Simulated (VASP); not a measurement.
# CaO in VASP: a series of runs

CaO is run at these levels: r2SCAN, HSE06; tasks: single point.

Program: VASP 6.6.1. These are calculated values, not measurements. Logs are shortened: lines on timing, memory, paths and dates and some standing lists are left out, and cuts for length are marked.

## (1) The cell of the first run

The structure is orthorhombic, space group Immm (No. 71). Conventional cell: a = 3.308 Å, b = 3.473 Å, c = 4.795 Å, α = 90.00°, β = 90.00°, γ = 90.00°. Ca (site symmetry mmm) has 6 O at 2.40 Å and 12 Ca at 3.31 to 3.47 Å within 3.5 Å. Within 3.5 Å of O (site symmetry mmm) lie 6 Ca at 2.40 Å and 12 O at 3.31 to 3.47 Å.

## (2) Single point, r2SCAN (shear xy strain -4.9%)

File POSCAR:

```
CaO
1.0
   -0.0585002228      2.3975501144      2.3975501144
    2.3975501144     -0.0585002228      2.3975501144
    2.3390498916      2.3390498916      0.0000000000
Ca O
1 1
Direct
    0.0000000000      0.0000000000      0.0000000000
    0.5000000000      0.5000000000      0.5000000000
```

File INCAR.step1:

```
SYSTEM = CaO
  PREC = Accurate
  ENCUT = 520
  ISMEAR = 0
  SIGMA = 0.01
  LREAL = .False.
  LASPH = .True.
  NELM = 60
  NBANDS = 15
  GGA = PE
  ALGO = Normal
  EDIFF = 1E-4
  LWAVE = .True.
  LCHARG = .False.
```

File INCAR.step2:

```
SYSTEM = CaO
  PREC = Accurate
  ENCUT = 520
  EDIFF = 1E-7
  ISMEAR = 0
  SIGMA = 0.01
  LREAL = .False.
  LASPH = .True.
  NELM = 60
  ALGO = Normal
  ISIF = 2
  LWAVE = .False.
  LCHARG = .False.
  METAGGA = R2SCAN
  LMIXTAU = .True.
  NBANDS = 15
  ISTART = 1
```

File KPOINTS:

```
Automatic mesh
0
Gamma
  10 10 10
  0 0 0
```

Potentials or basis: VASP PAW PBE potentials, release 64 (Ca_sv, O).

Command:

```bash
$ cat potpaw_PBE.64/Ca_sv/POTCAR potpaw_PBE.64/O/POTCAR > POTCAR
$ cp INCAR.step1 INCAR
$ mpirun -np 1 vasp_std > vasp.out
$ cp INCAR.step2 INCAR
$ mpirun -np 1 vasp_std > vasp.out
```

OUTCAR:

```text
SYSTEM = CaO
   PREC = Accurate
   ENCUT = 520
   EDIFF = 1E-7
   ISMEAR = 0
   LREAL = .False.
   LASPH = .True.
   NELM = 60
   ISIF = 2
   METAGGA = R2SCAN
   ISTART = 1

 ion  position               nearest neighbor table
   1  0.000  0.000  0.000-   2 2.40   2 2.40   2 2.40   2 2.40   2 2.40   2 2.40
   2  0.500  0.500  0.500-   1 2.40   1 2.40   1 2.40   1 2.40   1 2.40   1 2.40

  LATTYP: Found a body centered orthorhombic cell.
 ALAT       =     3.3079160798
 B/A-ratio  =     1.0500205002
 C/A-ratio  =     1.4495833973

  Lattice vectors:

 A1 = (   0.0585002228,  -2.3975501144,  -2.3975501144)
 A2 = (  -0.0585002228,   2.3975501144,  -2.3975501144)
 A3 = (   2.3975501144,  -0.0585002228,   2.3975501144)

Analysis of symmetry for initial positions (statically):
=====================================================================
 Subroutine PRICEL returns:
 Original cell was already a primitive cell.

 Routine SETGRP: Setting up the symmetry group for a
 body centered orthorhombic supercell.

 Subroutine GETGRP returns: Found  8 space group operations
 (whereof  8 operations were pure point group operations)
 out of a pool of  8 trial point group operations.

The static configuration has the point symmetry D_2h.

Analysis of symmetry for dynamics (positions and initial velocities):
=====================================================================
 Subroutine PRICEL returns:
 Original cell was already a primitive cell.

 Routine SETGRP: Setting up the symmetry group for a
 body centered orthorhombic supercell.

 Subroutine GETGRP returns: Found  8 space group operations
 (whereof  8 operations were pure point group operations)
 out of a pool of  8 trial point group operations.

The dynamic configuration has the point symmetry D_2h.

 Subroutine INISYM returns: Found  8 space group operations
 (whereof  8 operations are pure point group operations),
 and found     1 'primitive' translations

----------------------------------------------------------------------------------------

                                     Primitive cell

  volume of cell :      27.5470

  direct lattice vectors                    reciprocal lattice vectors
    -0.058500223  2.397550114  2.397550114    -0.203578889  0.203578889  0.208546214
     2.397550114 -0.058500223  2.397550114     0.203578889 -0.203578889  0.208546214
     2.339049892  2.339049892  0.000000000     0.213762007  0.213762007 -0.208546214

  length of vectors
     3.391152515  3.391152515  3.307916080     0.355500003  0.355500003  0.367260010

  position of ions in fractional coordinates (direct lattice)
     0.000000000  0.000000000  0.000000000
     0.500000000  0.500000000  0.500000000

  ion indices of the primitive-cell ions
   primitive index   ion index
                 1           1
                 2           2

----------------------------------------------------------------------------------------

 KPOINTS: Automatic mesh

Automatic generation of k-mesh.
 Grid dimensions read from file:
 generate k-points for:   10   10   10

 Generating k-lattice:

  Cartesian coordinates                     Fractional coordinates (reciprocal lattice)
    -0.020357889  0.020357889  0.020854621     0.100000000 -0.000000000  0.000000000
     0.020357889 -0.020357889  0.020854621    -0.000000000  0.100000000  0.000000000
     0.021376201  0.021376201 -0.020854621     0.000000000  0.000000000  0.100000000

  Length of vectors
     0.035550000  0.035550000  0.036726001

  Shift w.r.t. Gamma in fractional coordinates (k-lattice)
     0.000000000  0.000000000  0.000000000

 Subroutine IBZKPT returns following result:
 ===========================================

 Found    171 irreducible k-points:

 Following reciprocal coordinates:
            Coordinates               Weight
  0.000000  0.000000  0.000000      1.000000
  0.100000  0.000000  0.000000      4.000000
  0.200000  0.000000  0.000000      4.000000
  0.300000  0.000000  0.000000      4.000000
  0.400000  0.000000  0.000000      4.000000
  0.500000  0.000000  0.000000      2.000000
[... 16 lines left out ...]
  0.300000  0.300000  0.000000      2.000000
  0.400000  0.300000  0.000000      4.000000
 [... further k-points ...]
   k-points           NKPTS =    171   k-points in BZ     NKDIM =    171   number of bands    NBANDS=     15
   number of dos      NEDOS =    301   number of ions     NIONS =      2
   total plane-waves  NPLWV =  21952
   dimension x,y,z NGX =    28 NGY =   28 NGZ =   28
   dimension x,y,z NGXF=    56 NGYF=   56 NGZF=   56
   ions per type =               1   1
   NGX,Y,Z   is equivalent  to a cutoff of  13.73, 13.73, 14.07 a.u.
   NGXF,Y,Z  is equivalent  to a cutoff of  27.45, 27.45, 28.14 a.u.
 SYSTEM =  CaO
   PREC   = accura    normal or accurate (medium, high low for compatibility)
   ISTART =      1    job   : 0-new  1-cont  2-samecut
   ICHARG =      0    charge: 1-file 2-atom 10-const
   ISPIN  =      1    spin polarized calculation?
   LNONCOLLINEAR =      F non collinear calculations
   LSORBIT =      F    spin-orbit coupling
   LASPH  =      T    aspherical Exc in radial PAW
   ENCUT  =  520.0 eV  38.22 Ry    6.18 a.u.   6.31  6.31  6.15*2*pi/ulx,y,z
   NELM   =     60;   NELMIN=  2; NELMDL=  0     # of ELM steps
   EDIFF  = 0.1E-06   stopping-criterion for ELM
   LREAL  =      F    real-space projection
   EDIFFG = 0.1E-05   stopping-criterion for IOM
   NSW    =      0    number of steps for IOM
   IBRION =     -1    ionic relax: 0-MD 1-quasi-New 2-CG
   NFREE  =      0    steps in history (QN), initial steepest desc. (CG)
   ISIF   =      2    stress and relaxation
   ISYM   =      2    0-nonsym 1-usesym 2-fastsym
   POTIM  = 0.5000    time-step for ionic-motion
   TEBEG  =    0.0;   TEEND  =   0.0 temperature during run
   PSTRESS=    0.0 pullay stress
   NELECT =      16.0000    total number of electrons
   NUPDOWN=      -1.0000    fix difference up-down
   EMIN   =  10.00;   EMAX   =-10.00  energy-range for DOS
   EFERMI =   0.00;   METHOD = LEGACY
   ISMEAR =     0;   SIGMA  =   0.01  broadening in eV -4-tet -1-fermi 0-gaus
   EFERMI_NEDOS =   21; number of points for ismear=-14 and -15
   IALGO  =     38    algorithm
   IMIX   =      4    mixing-type and parameters
     AMIX     =   0.40;   BMIX     =  1.00
     AMIX_MAG =   1.60;   BMIX_MAG =  1.00
  volume/ion in A,a.u.               =      13.77        92.95
  Fermi-wavevector in a.u.,A,eV,Ry     =   1.365914  2.581203 25.384675  1.865721
  Thomas-Fermi vector in A             =   2.492101
   LORBIT       =      0    0 simple, 1 ext, 2 COOP (PROOUT), +10 PAW based schemes
   METAGGA = R2SCAN    functional components
   LHFCALC =     F    Hartree Fock is set to
   AEXX    =    0.0000 exact exchange contribution
   IVDW    =     0    specifies the selected vdW correction
   LEPSILON=     F    determine dielectric tensor
   LRPA    =     F    only Hartree local field effects (RPA)
 non-spin polarized calculation
 Gauss-broadening in eV      SIGMA  =   0.01
  energy-cutoff  :      520.00
  volume of cell :       27.55
 maximum number of plane-waves:       755
 NGX is ok and might be reduce to    28
   NGX = 13   NGY = 13   NGZ = 13

 number of electron      15.9999999 magnetization

 Free energy of the ion-electron system (eV)
  ---------------------------------------------------
  ext. energy  EPLUGINS =         0.00000000
  ---------------------------------------------------
  free energy    TOTEN  =       -19.43685371 eV

  energy without entropy =      -19.43685371  energy(sigma->0) =      -19.43685371

 E-fermi :   2.3429     XC(G=0): -11.1159

 val. band max:        2.1556233423   @ k =   0.0000   0.0000   0.0000
 cond. band min:       6.2386950836   @ k =   0.5000   0.5000   0.0000
 fundamental gap:      4.0830717413
 Fermi energy:         2.3428874151

 k-point     1 :       0.0000    0.0000    0.0000
  band No.  band energies     occupation
      1     -36.9773      2.00000
      2     -16.8628      2.00000
      3     -16.8620      2.00000
      4     -16.8604      2.00000
      5     -14.4238      2.00000
      6       1.9890      2.00000
      7       2.0611      2.00000
      8       2.1556      2.00000
      9       7.5179      0.00000
     10       8.6796      0.00000
     11       8.9346      0.00000
     12       9.1798      0.00000
     13      10.5498      0.00000
     14      10.5562      0.00000
     15      17.8945      0.00000

 k-point     2 :       0.1000    0.0000    0.0000
  band No.  band energies     occupation
      1     -36.9681      2.00000
      2     -17.0290      2.00000
      3     -16.8657      2.00000
      4     -16.8657      2.00000
      5     -14.2501      2.00000
      6       1.6681      2.00000
      7       1.9031      2.00000
      8       2.0285      2.00000
      9       7.9599      0.00000
     10       8.7294      0.00000
     11       9.0526      0.00000
     12       9.3450      0.00000
     13      10.7894      0.00000
     14      10.7965      0.00000
     15      18.2690      0.00000

 k-point     3 :       0.2000    0.0000    0.0000
  band No.  band energies     occupation
      1     -36.9439      2.00000
      2     -17.3908      2.00000
      3     -16.8794      2.00000
      4     -16.8738      2.00000
      5     -13.8681      2.00000
      6       0.9214      2.00000
      7       1.5714      2.00000
      8       1.7207      2.00000
      9       8.8240      0.00000
     10       8.9712      0.00000
     11       9.5290      0.00000
     12       9.8006      0.00000
     13      11.4157      0.00000
     14      11.4283      0.00000
     15      18.8178      0.00000
[... 343 lines left out ...]
 k-point    23 :       0.3000    0.3000    0.0000
  band No.  band energies     occupation
      1     -36.8882      2.00000
      2     -17.5028      2.00000
      3     -17.0259      2.00000
      4     -16.9998      2.00000
      5     -13.8565      2.00000
      6       0.3250      2.00000
      7       1.6241      2.00000
      8       1.8405      2.00000
      9       6.9546      0.00000
     10       9.9467      0.00000
     11      11.2619      0.00000
     12      11.2907      0.00000
     13      11.4521      0.00000
     14      13.3518      0.00000
     15      20.4442      0.00000

 k-point    24 :       0.4000    0.3000    0.0000
  band No.  band energies     occupation
      1     -36.8687      2.00000
      2     -17.5634      2.00000
      3     -17.0719      2.00000
      4     -17.0217      2.00000
      5     -13.8670      2.00000
      6       0.3836      2.00000
      7       1.4339      2.00000
      8       1.7379      2.00000
      9       6.8987      0.00000
     10      10.5052      0.00000
     11      11.6150      0.00000
     12      11.6296      0.00000
     13      11.8423      0.00000
     14      13.7479      0.00000
     15      18.7104      0.00000

 [... further k-points ...]

------------------------ aborting loop because EDIFF is reached ----------------------------------------

  FORCE on cell =-STRESS in cart. coord.  units (eV):
  Direction    XX          YY          ZZ          XY          YZ          ZX
  --------------------------------------------------------------------------------------
  -------------------------------------------------------------------------------------
  Total        0.1947361      0.1947361      0.1530295      0.6593858      0.0000000      0.0000000
  in kB       11.3261581     11.3261581      8.9004347     38.3509128      0.0000000      0.0000000
  external PRESSURE =      10.5175837 kB  Pullay stress =       0.0000000 kB

 VOLUME and BASIS-vectors are now :
 -----------------------------------------------------------------------------
  energy-cutoff  :      520.00
  volume of cell :       27.55
      direct lattice vectors                 reciprocal lattice vectors
    -0.058500223  2.397550114  2.397550114    -0.203578889  0.203578889  0.208546214
     2.397550114 -0.058500223  2.397550114     0.203578889 -0.203578889  0.208546214
     2.339049892  2.339049892  0.000000000     0.213762007  0.213762007 -0.208546214

 POSITION                                       TOTAL-FORCE (eV/Angst)
 -----------------------------------------------------------------------------------
      0.00000      0.00000      0.00000         0.000000      0.000000      0.000000
      2.33905      2.33905      2.39755         0.000000      0.000000     -0.000000
 -----------------------------------------------------------------------------------
    total drift:                                0.000000      0.000000      0.000000

  FREE ENERGIE OF THE ION-ELECTRON SYSTEM (eV)
  ---------------------------------------------------
  free  energy   TOTEN  =       -19.4368537111 eV

  energy  without entropy=      -19.4368537111  energy(sigma->0) =      -19.43685371
```

Wall time 3.3 min (1 thread of Intel Xeon Platinum 8488C (Sapphire Rapids), shared host); peak memory 0.21 GiB.

What came out:

- Free energy: -19.4369 eV
- Pressure: 1.1 GPa
- Band gap on the k mesh: 4.08 eV (least direct gap 4.42 eV)

Caveat: the cell differs from its parent crystal (shear xy strain -4.9%); the PAW data sets were made with another functional, which shifts forces and pressure a little.

## (3) Single point, HSE06 (strain -2.3%)

File POSCAR:

```
CaO
1.0
    0.0000000000      2.3428859718      2.3428859718
    2.3428859718      0.0000000000      2.3428859718
    2.3428859718      2.3428859718      0.0000000000
Ca O
1 1
Direct
    0.0000000000      0.0000000000      0.0000000000
    0.5000000000      0.5000000000      0.5000000000
```

File INCAR.step1:

```
SYSTEM = CaO
ALGO     = Normal         ! electronic algorithm
EDIFF    = 1E-5           ! SCF threshold, eV
ENCUT    = 520            ! plane-wave cutoff, eV
GGA      = PE             ! functional
ISIF     = 2              ! what is computed and relaxed
ISMEAR   = 0              ! smearing method
LASPH    = .True.         ! aspherical terms in the spheres
LREAL    = .False.        ! projectors in reciprocal space
LWAVE    = .True.         ! write WAVECAR
NBANDS   = 15             ! bands
NELM     = 100            ! most SCF steps
PREC     = Accurate       ! precision mode
SIGMA    = 0.01           ! smearing width, eV
```

File INCAR.step2:

```
SYSTEM = CaO
ALGO     = Normal         ! electronic algorithm
EDIFF    = 1E-6           ! SCF threshold, eV
ENCUT    = 520            ! plane-wave cutoff, eV
GGA      = PE             ! functional
HFSCREEN = 0.2079         ! screening, 1/A
ISIF     = 2              ! what is computed and relaxed
ISMEAR   = 0              ! smearing method
ISTART   = 1            
LASPH    = .True.         ! aspherical terms in the spheres
LCHARG   = .True.         ! write CHGCAR
LELF     = .True.         ! ELF
LHFCALC  = .True.         ! exact exchange
LREAL    = .False.        ! projectors in reciprocal space
LVHAR    = .True.       
LWAVE    = .False.        ! write WAVECAR
NBANDS   = 15             ! bands
NELM     = 100            ! most SCF steps
PREC     = Accurate       ! precision mode
PRECFOCK = Normal       
SIGMA    = 0.01           ! smearing width, eV
```

File KPOINTS:

```
k-points
0
Gamma
  6 6 6
  0 0 0
```

Potentials or basis: VASP PAW PBE potentials, release 64 (Ca_sv, O).

Command:

```bash
$ cat potpaw_PBE.64/Ca_sv/POTCAR potpaw_PBE.64/O/POTCAR > POTCAR
$ cp INCAR.step1 INCAR
$ mpirun -np 1 vasp_std > vasp.out
$ cp INCAR.step2 INCAR
$ mpirun -np 1 vasp_std > vasp.out
```

Wall time 15 min (1 thread of Intel Xeon Platinum 8488C (Sapphire Rapids), shared host); peak memory 0.26 GiB.

The run converged. Its results:

| Item | Value |
| --- | --- |
| Free energy | -14.8127 eV |
| Pressure | 10.5 GPa |
| Band gap on the k mesh | 5.27 eV (least direct gap 5.67 eV) |

Levels at points of the mesh, in eV from the valence-band top:
| k point | band 5 | band 6 | band 7 | band 8 | band 9 | band 10 | band 11 | band 12 |
| --- | --- | --- | --- | --- | --- | --- | --- | --- |
| (0.00, 0.00, 0.00) | -17.20 | 0.00 | 0.00 | 0.00 | 6.92 | 8.39 | 8.39 | 8.39 |
| (0.50, 0.00, 0.00) | -15.38 | -3.02 | -1.43 | -1.43 | 9.44 | 10.71 | 11.05 | 11.05 |
| (0.50, 0.50, 0.00) | -16.94 | -1.39 | -0.40 | -0.40 | 5.27 | 10.78 | 11.60 | 12.50 |

Caveat: the cell differs from its parent crystal (strain -2.3%); the cell stands under pressure; the PAW data sets were made with another functional, which shifts forces and pressure a little.
